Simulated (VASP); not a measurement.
Here is a VASP 6.6.1 calculation.

The input INCAR:

```
ALGO = Normal ; EDIFF = 1E-6
ENCUT = 520 ; GGA = PS
ISIF = 2 ; ISMEAR = -1
LASPH = T ; LCHARG = F
LREAL = Auto ; LWAVE = F
NBANDS = 51 ; NELECT = 68.0
NELM = 60 ; PREC = Accurate
SIGMA = 0.05
```

File KPOINTS:

```
Automatic mesh
0
Gamma
  2 2 2
  0.5 0.5 0.5
```

The input POSCAR:

```
Mg7ZnS8
1.0
    0.0000000000      5.6161010000      5.6161010000
    5.6161010000      0.0000000000      5.6161010000
    5.6161010000      5.6161010000      0.0000000000
Mg S Zn
7 8 1
Direct
    0.0024800000      0.0064520000      0.0006340000
    0.5020150000      0.5000620000      0.4961880000
    0.9960890000      0.0001650000      0.4993350000
    0.5017840000      0.5002070000      0.0031830000
    0.9989330000      0.4925650000      0.0027480000
    0.4990210000      0.0010440000      0.5035620000
    0.0018880000      0.4956680000      0.4998150000
    0.1275500000      0.1257840000      0.1253460000
    0.6262570000      0.6221410000      0.6268810000
    0.1258130000      0.1233620000      0.6289990000
    0.6256920000      0.6293370000      0.1205210000
    0.1205780000      0.6204360000      0.1272810000
    0.6260860000      0.1297540000      0.6225850000
    0.6221440000      0.1306720000      0.1226250000
    0.1257680000      0.6195640000      0.6255670000
    0.4971530000      0.0043310000      0.0028530000
```

Potentials or basis: VASP PAW PBE potentials, release 64 (Mg, S, Zn).

The run is started by

```sh
$ cat potpaw_PBE.64/Mg/POTCAR potpaw_PBE.64/S/POTCAR potpaw_PBE.64/Zn/POTCAR > POTCAR
$ mpirun -np 1 vasp_std > vasp.out
```

Task: What does it give for the largest force?

Result: 1.264 eV/Å.

Forces in eV/Å, atoms in the order of the input:
```
Mg  -0.294  0.028 -0.382
Mg   0.303 -0.083  0.115
Mg  -0.047  0.462  0.082
Mg   0.105 -0.447 -0.020
Mg   0.082 -0.178  0.369
Mg  -0.181  0.014 -0.132
Mg   0.067 -0.060 -0.032
S   -0.687  0.889  0.580
S    0.056 -0.083  0.020
S   -0.206 -0.108 -0.156
S    0.799 -0.617  0.729
S    0.041 -0.123  0.289
S    0.670  0.676 -0.822
S   -0.754 -0.381 -0.772
S    0.133 -0.001  0.110
Zn  -0.087  0.013  0.024
```

Caveat: the k points lie up to 0.48 Å⁻¹ apart; the cell carries a net charge on a neutralising background, which shifts energy and pressure; the PAW data sets were made with another functional, which shifts forces and pressure a little.
